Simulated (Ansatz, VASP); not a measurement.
Two plane-wave programs on BeS

INCAR

```
PREC = Accurate
ENCUT = 600
EDIFF = 1E-6
ISMEAR = 0
SIGMA = 0.02
LREAL = Auto
LASPH = True
NELM = 60
ALGO = Normal
ISIF = 3
LWAVE = False
LCHARG = False
GGA = PE
IBRION = 2
NSW = 100
EDIFFG = -0.01
```

KPOINTS

```
Automatic mesh
0
Gamma
  2 2 8
```

Contents of POSCAR:

```
BeS
1.0
   11.0998749706      0.0000000000      0.0000000000
    0.0000000000     11.0998749706      0.0000000000
    0.0000000000      0.0000000000      3.4080806454
Be S
8 8
Direct
    0.5745160110      0.6298890728      0.0000000000
    0.8701109272      0.9254839890      0.5000000000
    0.4254839890      0.3701109272      0.0000000000
    0.1298890728      0.0745160110      0.5000000000
    0.6298890728      0.4254839890      0.5000000000
    0.9254839890      0.1298890728      0.0000000000
    0.3701109272      0.5745160110      0.5000000000
    0.0745160110      0.8701109272      0.0000000000
    0.0026252816      0.8011045600      0.5000000000
    0.3011045600      0.5026252816      0.0000000000
    0.9973747184      0.1988954400      0.5000000000
    0.6988954400      0.4973747184      0.0000000000
    0.1988954400      0.0026252816      0.0000000000
    0.4973747184      0.3011045600      0.5000000000
    0.8011045600      0.9973747184      0.0000000000
    0.5026252816      0.6988954400      0.5000000000
```

Input for Ansatz:

```yaml
crystal:
  lattice:
    - [11.0998749706, 0.0, 0.0]
    - [0.0, 11.0998749706, 0.0]
    - [0.0, 0.0, 3.4080806454]
  atoms:
    - { symbol: Be, position: [0.574516011, 0.6298890728, 0.0] }
    - { symbol: Be, position: [0.8701109272, 0.925483989, 0.5] }
    - { symbol: Be, position: [0.425483989, 0.3701109272, 0.0] }
    - { symbol: Be, position: [0.1298890728, 0.074516011, 0.5] }
    - { symbol: Be, position: [0.6298890728, 0.425483989, 0.5] }
    - { symbol: Be, position: [0.925483989, 0.1298890728, 0.0] }
    - { symbol: Be, position: [0.3701109272, 0.574516011, 0.5] }
    - { symbol: Be, position: [0.074516011, 0.8701109272, 0.0] }
    - { symbol: S, position: [0.0026252816, 0.80110456, 0.5] }
    - { symbol: S, position: [0.30110456, 0.5026252816, 0.0] }
    - { symbol: S, position: [0.9973747184, 0.19889544, 0.5] }
    - { symbol: S, position: [0.69889544, 0.4973747184, 0.0] }
    - { symbol: S, position: [0.19889544, 0.0026252816, 0.0] }
    - { symbol: S, position: [0.4973747184, 0.30110456, 0.5] }
    - { symbol: S, position: [0.80110456, 0.9973747184, 0.0] }
    - { symbol: S, position: [0.5026252816, 0.69889544, 0.5] }
basis:
  ecutwfc: 420
kpoints:
  mp_grid: { grid: [2, 2, 8] }
hamiltonian:
  xc: pbe
scf:
  occupations: { method: gaussian, width: 0.02 }
output:
  forces: true
  stress: true
  eigenvalues: true
relax:
  adjacent_minimum: "off"
  f_tol: 0.01
  max_steps: 80
  cell: { stress_tol: 0.05 }
```

Alike in both runs: task relaxation of cell and atoms; functional PBE; k mesh 2 × 2 × 8; occupations gaussian, width 0.02 eV; no spin polarisation.

```csv
,VASP,Ansatz
version,VASP 6.6.1,Ansatz 0.2.0
potentials or method,"VASP PAW PBE potentials, release 64 (Be, S), cutoff 600 eV","scalar-relativistic, plane waves, PAW"
valence electrons in the cell,64,64
```

VASP gave:

- gap on the k mesh at the Fermi level, each at its own relaxed structure (eV): 3.62
- relaxed volume (Å³/atom): 26.26
- relaxed length of the cell vector where the two differ most in proportion (Å): 11.103

Task: What did Ansatz give for the same quantities?

Result: gap on the k mesh at the Fermi level, each at its own relaxed structure (eV): 3.63; relaxed volume (Å³/atom): 26.24; relaxed length of the cell vector where the two differ most in proportion (Å): 11.100.
